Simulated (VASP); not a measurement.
# WC (P-6m2) in VASP: notebook

The runs below take WC through single point, with PBEsol, LDA.

Program: VASP 6.6.1. These are calculated values, not measurements. Logs are shortened: lines on timing, memory, paths and dates and some standing lists are left out, and cuts for length are marked.

**1. The cell of the first run**

The structure is hexagonal, space group P-6m2 (No. 187). Conventional cell: a = 2.875 Å, b = 2.875 Å, c = 2.808 Å, α = 90.00°, β = 90.00°, γ = 120.00°. W (site symmetry -6m2) has 6 C at 2.17 Å and 8 W at 2.81 to 2.87 Å within 2.9 Å. Within 2.9 Å of C (site symmetry -6m2) lie 6 W at 2.17 Å and 8 C at 2.81 to 2.87 Å.

**2. Single point, PBEsol**

Input file INCAR:

```
PREC = Accurate ; ENCUT = 1300
EDIFF = 1E-6 ; ISMEAR = -1
SIGMA = 0.05 ; LREAL = False
LASPH = True ; NELM = 120
ALGO = Normal ; ISIF = 2
LWAVE = False ; LCHARG = False
GGA = PS ; NBANDS = 16
GGA_COMPAT = False
```

Input file KPOINTS:

```
Automatic mesh
0
Gamma
  10 10 9
```

Input file POSCAR:

```
WC
1.0
    2.8749952588      0.0000000000      0.0000000000
   -1.4374976294      2.4898189299      0.0000000000
    0.0000000000      0.0000000000      2.8082884052
W C
1 1
Direct
    0.0000000000      0.0000000000      0.0000000000
    0.6666666667      0.3333333333      0.5000000000
```

Potentials or basis: VASP PAW PBE potentials, release 64 (W_sv, C_h).

Launch:

```
$ cat potpaw_PBE.64/W_sv/POTCAR potpaw_PBE.64/C_h/POTCAR > POTCAR
$ mpirun -np 1 vasp_std > vasp.out
```

OUTCAR:

```text
PREC = Accurate
   ENCUT = 1300
   EDIFF = 1E-6
   ISMEAR = -1
   LREAL = False
   LASPH = True
   NELM = 120
   ISIF = 2
   GGA = PS

 ion  position               nearest neighbor table
   1  0.000  0.000  0.000-   2 2.17   2 2.17   2 2.17   2 2.17   2 2.17   2 2.17
   2  0.667  0.333  0.500-   1 2.17   1 2.17   1 2.17   1 2.17   1 2.17   1 2.17

  LATTYP: Found a hexagonal cell.
 ALAT       =     2.8749952588
 C/A-ratio  =     0.9767975779

  Lattice vectors:

 A1 = (   2.8749952588,   0.0000000000,   0.0000000000)
 A2 = (  -1.4374976294,   2.4898189299,   0.0000000000)
 A3 = (   0.0000000000,   0.0000000000,   2.8082884052)

Analysis of symmetry for initial positions (statically):
=====================================================================
 Subroutine PRICEL returns:
 Original cell was already a primitive cell.

 Routine SETGRP: Setting up the symmetry group for a
 hexagonal supercell.

 Subroutine GETGRP returns: Found 12 space group operations
 (whereof 12 operations were pure point group operations)
 out of a pool of 24 trial point group operations.

The static configuration has the point symmetry D_3h.

Analysis of symmetry for dynamics (positions and initial velocities):
=====================================================================
 Subroutine PRICEL returns:
 Original cell was already a primitive cell.

 Routine SETGRP: Setting up the symmetry group for a
 hexagonal supercell.

 Subroutine GETGRP returns: Found 12 space group operations
 (whereof 12 operations were pure point group operations)
 out of a pool of 24 trial point group operations.

The dynamic configuration has the point symmetry D_3h.

 Subroutine INISYM returns: Found 12 space group operations
 (whereof 12 operations are pure point group operations),
 and found     1 'primitive' translations

----------------------------------------------------------------------------------------

                                     Primitive cell

  volume of cell :      20.1023

  direct lattice vectors                    reciprocal lattice vectors
     2.874995259  0.000000000  0.000000000     0.347826661  0.200817816  0.000000000
    -1.437497629  2.489818930  0.000000000     0.000000000  0.401635632  0.000000000
     0.000000000  0.000000000  2.808288405     0.000000000  0.000000000  0.356088783

  length of vectors
     2.874995259  2.874995259  2.808288405     0.401635632  0.401635632  0.356088783

  position of ions in fractional coordinates (direct lattice)
     0.000000000  0.000000000  0.000000000
     0.666666667  0.333333333  0.500000000

  ion indices of the primitive-cell ions
   primitive index   ion index
                 1           1
                 2           2

----------------------------------------------------------------------------------------

 KPOINTS: Automatic mesh

Automatic generation of k-mesh.
 Grid dimensions read from file:
 generate k-points for:   10   10    9

 Generating k-lattice:

  Cartesian coordinates                     Fractional coordinates (reciprocal lattice)
     0.034782666  0.020081782  0.000000000     0.100000000  0.000000000  0.000000000
     0.000000000  0.040163563  0.000000000     0.000000000  0.100000000  0.000000000
     0.000000000  0.000000000  0.039565420     0.000000000  0.000000000  0.111111111

  Length of vectors
     0.040163563  0.040163563  0.039565420

  Shift w.r.t. Gamma in fractional coordinates (k-lattice)
     0.000000000  0.000000000  0.000000000

 Subroutine IBZKPT returns following result:
 ===========================================

 Found     70 irreducible k-points:

 Following reciprocal coordinates:
            Coordinates               Weight
  0.000000  0.000000  0.000000      1.000000
  0.100000  0.000000  0.000000      6.000000
  0.200000  0.000000  0.000000      6.000000
  0.300000  0.000000  0.000000      6.000000
  0.400000  0.000000  0.000000      6.000000
  0.500000  0.000000  0.000000      3.000000
[... 16 lines left out ...]
  0.300000  0.100000  0.111111     24.000000
  0.400000  0.100000  0.111111     24.000000
 [... further k-points ...]
   k-points           NKPTS =     70   k-points in BZ     NKDIM =     70   number of bands    NBANDS=     16
   number of dos      NEDOS =    301   number of ions     NIONS =      2
   total plane-waves  NPLWV =  46656
   dimension x,y,z NGX =    36 NGY =   36 NGZ =   36
   dimension x,y,z NGXF=    72 NGYF=   72 NGZF=   72
   ions per type =               1   1
   NGX,Y,Z   is equivalent  to a cutoff of  20.82, 20.82, 21.31 a.u.
   NGXF,Y,Z  is equivalent  to a cutoff of  41.63, 41.63, 42.62 a.u.
 SYSTEM =  unknown system
   PREC   = accura    normal or accurate (medium, high low for compatibility)
   ISTART =      0    job   : 0-new  1-cont  2-samecut
   ICHARG =      2    charge: 1-file 2-atom 10-const
   ISPIN  =      1    spin polarized calculation?
   LNONCOLLINEAR =      F non collinear calculations
   LSORBIT =      F    spin-orbit coupling
   LASPH  =      T    aspherical Exc in radial PAW
   ENCUT  = 1300.0 eV  95.55 Ry    9.77 a.u.   8.45  8.45  8.26*2*pi/ulx,y,z
   NELM   =    120;   NELMIN=  2; NELMDL= -5     # of ELM steps
   EDIFF  = 0.1E-05   stopping-criterion for ELM
   LREAL  =      F    real-space projection
   EDIFFG = 0.1E-04   stopping-criterion for IOM
   NSW    =      0    number of steps for IOM
   IBRION =     -1    ionic relax: 0-MD 1-quasi-New 2-CG
   NFREE  =      0    steps in history (QN), initial steepest desc. (CG)
   ISIF   =      2    stress and relaxation
   ISYM   =      2    0-nonsym 1-usesym 2-fastsym
   POTIM  = 0.5000    time-step for ionic-motion
   TEBEG  =    0.0;   TEEND  =   0.0 temperature during run
   PSTRESS=    0.0 pullay stress
   NELECT =      18.0000    total number of electrons
   NUPDOWN=      -1.0000    fix difference up-down
   EMIN   =  10.00;   EMAX   =-10.00  energy-range for DOS
   EFERMI =   0.00;   METHOD = LEGACY
   ISMEAR =    -1;   SIGMA  =   0.05  broadening in eV -4-tet -1-fermi 0-gaus
   EFERMI_NEDOS =   21; number of points for ismear=-14 and -15
   IALGO  =     38    algorithm
   IMIX   =      4    mixing-type and parameters
     AMIX     =   0.40;   BMIX     =  1.00
     AMIX_MAG =   1.60;   BMIX_MAG =  1.00
  volume/ion in A,a.u.               =      10.05        67.83
  Fermi-wavevector in a.u.,A,eV,Ry     =   1.577914  2.981826 33.875978  2.489814
  Thomas-Fermi vector in A             =   2.678525
   LORBIT       =      0    0 simple, 1 ext, 2 COOP (PROOUT), +10 PAW based schemes
   GGA     = PS    functional components
   LHFCALC =     F    Hartree Fock is set to
   AEXX    =    0.0000 exact exchange contribution
   IVDW    =     0    specifies the selected vdW correction
   LEPSILON=     F    determine dielectric tensor
   LRPA    =     F    only Hartree local field effects (RPA)
 non-spin polarized calculation
  energy-cutoff  :     1300.00
  volume of cell :       20.10
 maximum number of plane-waves:      2170
 NGX is ok and might be reduce to    36
   NGX = 17   NGY = 17   NGZ = 17

 number of electron      18.0000000 magnetization

 Free energy of the ion-electron system (eV)
  ---------------------------------------------------
  ext. energy  EPLUGINS =         0.00000000
  ---------------------------------------------------
  free energy    TOTEN  =       -23.89314134 eV

  energy without entropy =      -23.89131136  energy(sigma->0) =      -23.89222635

 E-fermi :  11.7183     XC(G=0): -14.1454

 val. band max:       11.6161471677   @ k =   0.0000   0.0000   0.3333
 cond. band min:      11.7206378628   @ k =   0.1000   0.0000   0.3333
 fundamental gap:      0.1044906950
 Fermi energy:        11.7183395461

 k-point     1 :       0.0000    0.0000    0.0000
  band No.  band energies     occupation
      1     -62.1319      2.00000
      2     -26.1246      2.00000
      3     -26.0002      2.00000
      4     -26.0002      2.00000
      5      -2.9434      2.00000
      6       7.2163      2.00000
[... 8 lines left out ...]
     15      26.3595      0.00000
     16      28.7322      0.00000

 k-point     2 :       0.1000    0.0000    0.0000
  band No.  band energies     occupation
      1     -62.1254      2.00000
      2     -26.1125      2.00000
      3     -26.0934      2.00000
      4     -26.0212      2.00000
      5      -2.6696      2.00000
      6       7.2580      2.00000
[... 8 lines left out ...]
     15      25.8645      0.00000
     16      29.3008      0.00000

 k-point     3 :       0.2000    0.0000    0.0000
  band No.  band energies     occupation
      1     -62.1083      2.00000
      2     -26.3315      2.00000
      3     -26.0808      2.00000
      4     -26.0756      2.00000
      5      -1.9193      2.00000
      6       6.5479      2.00000
[... 8 lines left out ...]
     15      25.6373      0.00000
     16      30.4226      0.00000

 k-point     4 :       0.3000    0.0000    0.0000
  band No.  band energies     occupation
      1     -62.0872      2.00000
      2     -26.6151      2.00000
      3     -26.1420      2.00000
      4     -26.0413      2.00000
      5      -0.8904      2.00000
      6       5.5597      2.00000
[... 8 lines left out ...]
     15      26.6286      0.00000
     16      29.4881      0.00000
[... 324 lines left out ...]
 k-point    22 :       0.2000    0.1000    0.1111
  band No.  band energies     occupation
      1     -62.0891      2.00000
      2     -26.4844      2.00000
      3     -26.1523      2.00000
      4     -26.1328      2.00000
      5      -1.0301      2.00000
      6       6.0991      2.00000
[... 8 lines left out ...]
     15      25.5264      0.00000
     16      29.7897      0.00000

 k-point    23 :       0.3000    0.1000    0.1111
  band No.  band energies     occupation
      1     -62.0699      2.00000
      2     -26.7179      2.00000
      3     -26.2092      2.00000
      4     -26.1141      2.00000
      5      -0.0655      2.00000
      6       5.2175      2.00000
[... 8 lines left out ...]
     15      26.3406      0.00000
     16      28.6984      0.00000

 k-point    24 :       0.4000    0.1000    0.1111
  band No.  band energies     occupation
      1     -62.0581      2.00000
      2     -26.8586      2.00000
      3     -26.2560      2.00000
      4     -26.0904      2.00000
      5       0.6442      2.00000
      6       4.6472      2.00000
[... 8 lines left out ...]
     15      25.5370      0.00000
     16      29.5620      0.00000

 [... further k-points ...]
[... 5 lines left out ...]
  --------------------------------------------------------------------------------------
  -------------------------------------------------------------------------------------
  Total        1.4155158      1.4155158      1.4619471      0.0000000      0.0000000     -0.0000000
  in kB      112.8180775    112.8180775    116.5186997      0.0000000      0.0000000     -0.0000000
  external PRESSURE =     114.0516182 kB  Pullay stress =       0.0000000 kB

 VOLUME and BASIS-vectors are now :
 -----------------------------------------------------------------------------
  energy-cutoff  :     1300.00
  volume of cell :       20.10
      direct lattice vectors                 reciprocal lattice vectors
     2.874995259  0.000000000  0.000000000     0.347826661  0.200817816  0.000000000
    -1.437497629  2.489818930  0.000000000     0.000000000  0.401635632  0.000000000
     0.000000000  0.000000000  2.808288405     0.000000000  0.000000000  0.356088783

 POSITION                                       TOTAL-FORCE (eV/Angst)
 -----------------------------------------------------------------------------------
      0.00000      0.00000      0.00000        -0.000000     -0.000000      0.000000
      1.43750      0.82994      1.40414         0.000000      0.000000      0.000000
 -----------------------------------------------------------------------------------
    total drift:                               -0.000000      0.000000      0.000000

  FREE ENERGIE OF THE ION-ELECTRON SYSTEM (eV)
  ---------------------------------------------------
  free  energy   TOTEN  =       -23.8931413447 eV

  energy  without entropy=      -23.8913113615  energy(sigma->0) =      -23.89222635
```

Run time: 35 s. Hardware: 1 thread of Intel Xeon Platinum 8488C (Sapphire Rapids), shared host; peak memory 0.27 GiB.

Results:

| Item | Value |
| --- | --- |
| Free energy | -23.8931 eV |
| Pressure | 11.4 GPa |
| Band gap on the k mesh | zero (bands 9 and 10 overlap by 1.26 eV) |

Stress tensor (GPa, compression positive):
```
11.28  0.00  0.00
 0.00 11.28  0.00
 0.00  0.00 11.65
```

Levels at points of the mesh, in eV from the Fermi level:
```
           k point  band 5  band 6  band 7  band 8  band 9  band 10  band 11  band 12  band 13  band 14
(0.00, 0.00, 0.00)  -14.66   -4.50   -3.44   -3.44    0.13     3.39     3.39     5.84     5.84     6.64
(0.50, 0.00, 0.00)  -11.18   -7.17   -3.75   -3.72   -0.44     2.44     4.76     5.15     7.07     9.94
```

Caveat: the cell stands under pressure; the PAW data sets were made with another functional, which shifts forces and pressure a little; spin-orbit coupling is left out, which moves the levels of the heavy elements.

(Continued in part 2 of 2.)

The gap in the log of VASP goes by the Fermi energy; the results here count the filled bands.